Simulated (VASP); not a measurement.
Set up this calculation in VASP 6.6.1, as the native input.

```
Task                   : relaxation of cell and atoms
Functional             : LDA
Potentials or basis    : VASP PAW LDA potentials, release 64 (Hf_pv, O)
Cutoff                 : 600 eV
k mesh                 : 6 × 6 × 8
Occupations            : fermi-dirac, width 0.02 eV
Spin                   : no spin polarisation
Dipole correction      : no
Further INCAR settings : ALGO = Normal; EDIFF = 1e-06; IBRION = 2; EDIFFG = -0.005; NSW = 80; ISIF = 3
```

The structure of HfO2 lies in POSCAR:

```
HfO2
1.0
    4.8804057189      0.0000000000      0.0000000000
    0.0000000000      4.8804057189      0.0000000000
    0.0000000000      0.0000000000      3.2375593328
Hf O
2 4
Direct
    0.0000000000      0.0000000000      0.0000000000
    0.5000000000      0.5000000000      0.5000000000
    0.1948109073      0.8051890927      0.5000000000
    0.3051890927      0.3051890927      0.0000000000
    0.6948109073      0.6948109073      0.0000000000
    0.8051890927      0.1948109073      0.5000000000
```

The input as run:

INCAR

```
SYSTEM = HfO2
PREC = Accurate
ENCUT = 600
EDIFF = 1E-6
ISMEAR = -1
SIGMA = 0.02
LREAL = .False.
LASPH = .True.
NELM = 80
ALGO = Normal
ISIF = 3
LWAVE = .False.
LCHARG = .False.
IBRION = 2
NSW = 80
EDIFFG = -0.005
```

KPOINTS

```
Automatic mesh
0
Gamma
  6 6 8
  0 0 0
```

Potentials or basis: VASP PAW LDA potentials, release 64 (Hf_pv, O).

Run with:

```console
$ cat potpaw_LDA.64/Hf_pv/POTCAR potpaw_LDA.64/O/POTCAR > POTCAR
$ mpirun -np 1 vasp_std > vasp.out
```

It gave:

| Quantity | Value |
| --- | --- |
| Relaxed volume | 12.06 Å³/atom |
| Relaxed cell | a = 4.772 Å, b = 4.772 Å, c = 3.177 Å, α = 90.00°, β = 90.00°, γ = 90.00° |
| Space group after relaxing (to 0.1 Å) | P4_2/mnm (No. 136) |
| Energy gained by relaxing | 36.0 meV/atom |
| Ionic steps | 11 |
| Pressure after relaxing | 0.0 GPa |
| Band gap on the k mesh | 3.87 eV |

Caveat: spin-orbit coupling is left out, which moves the levels of the heavy elements.

Run time: 5.8 min on 1 thread of Intel(R) Xeon(R) Platinum 8488C (Sapphire Rapids) (shared host), peak memory 0.25 GiB.
